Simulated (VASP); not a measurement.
Here is a VASP 6.6.1 calculation.

Contents of INCAR:

```
ALGO     = Normal         # electronic algorithm
EDIFF    = 1E-7           # SCF threshold, eV
ENCUT    = 520            # plane-wave cutoff, eV
ISIF     = 2              # what is computed and relaxed
ISMEAR   = -1             # smearing method
LASPH    = T              # aspherical terms in the spheres
LCHARG   = T              # write CHGCAR
LELF     = T              # ELF
LREAL    = F              # projectors in reciprocal space
LVHAR    = T            
LWAVE    = F              # write WAVECAR
NBANDS   = 11             # bands
NELM     = 80             # most SCF steps
PREC     = Accurate       # precision mode
SIGMA    = 0.05           # smearing width, eV
```

KPOINTS

```
k-points
0
Gamma
  10 10 10
```

File POSCAR:

```
AlN
1.0
    0.0000000000      2.1839935596      2.1839935596
    2.1839935596      0.0000000000      2.1839935596
    2.1839935596      2.1839935596      0.0000000000
Al N
1 1
Direct
    0.0000000000      0.0000000000      0.0000000000
    0.2500000000      0.2500000000      0.2500000000
```

Potentials or basis: VASP PAW LDA potentials, release 64 (Al, N).

Launch:

```console
$ cat potpaw_LDA.64/Al/POTCAR potpaw_LDA.64/N/POTCAR > POTCAR
$ mpirun -np 1 vasp_std > vasp.out
```

**Question.** Predict the pressure.

**Answer.** -3.0 GPa.

**Question.** What does it give for the band gap on the k mesh?

**Answer.** 3.22 eV, indirect (least direct gap 4.23 eV).

A k mesh can miss the band edges. A hybrid or GW would open this gap; LDA tends to underestimate it.
